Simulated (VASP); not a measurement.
Here is a VASP 6.6.1 calculation.

File INCAR:

```
PREC = Accurate
ENCUT = 520
EDIFF = 1E-7
ISMEAR = 0
SIGMA = 0.15
LREAL = F
LASPH = T
NELM = 60
ALGO = Fast
ISIF = 2
LWAVE = F
LCHARG = T
GGA = CA
LELF = T
LVHAR = T
NBANDS = 11
```

Contents of KPOINTS:

```
regular mesh
0
Gamma
  22 22 22
```

POSCAR

```
Pt
1.0
    0.0000000000      1.9402335435      2.1953742545
    1.9402335435      0.0000000000      2.1953742545
    1.9402335435      1.9402335435      0.0000000000
Pt
1
Direct
    0.0000000000      0.0000000000      0.0000000000
```

Potentials or basis: VASP PAW LDA potentials, release 64 (Pt).

Run with:

```bash
$ cat potpaw_LDA.64/Pt/POTCAR > POTCAR
$ mpirun -np 1 vasp_std > vasp.out
```

(1) Predict the band gap on the k mesh.

(2) What does it give for the pressure?

## Answers

(1) zero (band 5 reaches 10.44 eV, above the bottom of band 6 at 8.10 eV).

(2) -23.4 GPa.

Caveat: spin-orbit coupling is left out, which moves the levels of the heavy elements.
